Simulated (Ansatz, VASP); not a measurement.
## CsPbCl3 in VASP and in Ansatz

INCAR

```
SYSTEM = CsPbCl3
PREC = Accurate ; ENCUT = 520
EDIFF = 1E-6 ; ISMEAR = 0
SIGMA = 0.02 ; LREAL = .FALSE.
LASPH = .TRUE. ; NELM = 100
ALGO = Normal ; ISIF = 2
LWAVE = .FALSE. ; LCHARG = .TRUE.
GGA = PS ; LELF = .TRUE.
LVHAR = .TRUE. ; NBANDS = 30
```

Contents of KPOINTS:

```
regular mesh
0
G
  6 6 6
  0 0 0
```

File POSCAR:

```
CsPbCl3
1.0
    5.7288509938      0.0000000000      0.0000000000
    0.0000000000      5.7288509938      0.0000000000
    0.0000000000      0.0000000000      5.7288509938
Cs Pb Cl
1 1 3
Direct
    0.0000000000      0.0000000000      0.0000000000
    0.5000000000      0.5000000000      0.5000000000
    0.5000000000      0.5000000000      0.0000000000
    0.0000000000      0.5000000000      0.5000000000
    0.5000000000      0.0000000000      0.5000000000
```

Input for Ansatz:

```yaml
crystal:
  lattice:
    - [5.7288508234, 0.0, 0.0]
    - [0.0, 5.7288508234, 0.0]
    - [0.0, 0.0, 5.7288508234]
  atoms:
    - { symbol: Cs, position: [0.0, 0.0, 0.0] }
    - { symbol: Pb, position: [0.5, 0.5, 0.5] }
    - { symbol: Cl, position: [0.5, 0.5, 0.0] }
    - { symbol: Cl, position: [0.0, 0.5, 0.5] }
    - { symbol: Cl, position: [0.5, 0.0, 0.5] }
basis:
  ecutwfc: 420
kpoints:
  mp_grid: { grid: [6, 6, 6] }
hamiltonian:
  xc: pbesol
scf:
  occupations: { method: gaussian, width: 0.02 }
output:
  forces: true
  stress: true
  eigenvalues: true
```

Alike in both runs: task single point; functional PBEsol; k mesh 6 × 6 × 6; occupations gaussian, width 0.02 eV; no spin polarisation.

|  | VASP | Ansatz |
| --- | --- | --- |
| version | VASP 6.6.1 | Ansatz 0.2.0 |
| potentials or method | VASP PAW PBE potentials, release 64 (Cs_sv, Pb_d, Cl), cutoff 520 eV | scalar-relativistic, plane waves, PAW |
| valence electrons in the cell | 44 | 44 |

```csv
,VASP,Ansatz,Ansatz less VASP
gap on the k mesh at the Fermi level (eV),2.07,2.07,-0.005
least direct gap on the mesh (eV),2.07,2.07,-0.005
pressure (GPa),-1.3,-1.3,+0.04
```

VASP's potentials were made for PBE, not for PBEsol.

Neither program's run includes spin-orbit coupling.
